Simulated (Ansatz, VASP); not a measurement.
## One calculation of Se, two programs

```
Se
1.0
     4.36964    0.00000    0.00000
    -2.18482    3.78422    0.00000
     0.00000    0.00000    4.96589
Se
3
Direct
  0.21700 0.00000 0.16667
  0.00000 0.21700 0.83333
  0.78300 0.78300 0.50000
```

Change from the starting cell: volume scaled by 1.01, crystal datasets.

Alike in both runs: task electric field gradients; functional PBE; k mesh 8 × 8 × 6; occupations fermi-dirac, width 0.03 eV; no spin polarisation.

|  | VASP | Ansatz |
| --- | --- | --- |
| version | VASP 6.6.1 | Ansatz 0.2.0 |
| potentials or method | VASP PAW PBE potentials, release 64 (Se), cutoff 520 eV | all-electron PAW with datasets made for the crystal, scalar-relativistic |

```csv
,VASP,Ansatz,Ansatz less VASP
gap on the k mesh at the Fermi level (eV),1.09,1.11,+0.026
pressure (GPa),5.0,4.8,-0.18
"traceless stress, the component that is largest in VASP (GPa)",1.62,1.55,-0.077
rms of the force components (eV/Å),0.614,0.587,-0.0277
size of Vzz on the site where it differs most (V/Å²),496.0,517.9,+21.95
```

Atom by atom the forces differ by 0.028 eV/Å (rms over components). Ansatz ran all-electron here, and VASP with PAW potentials.
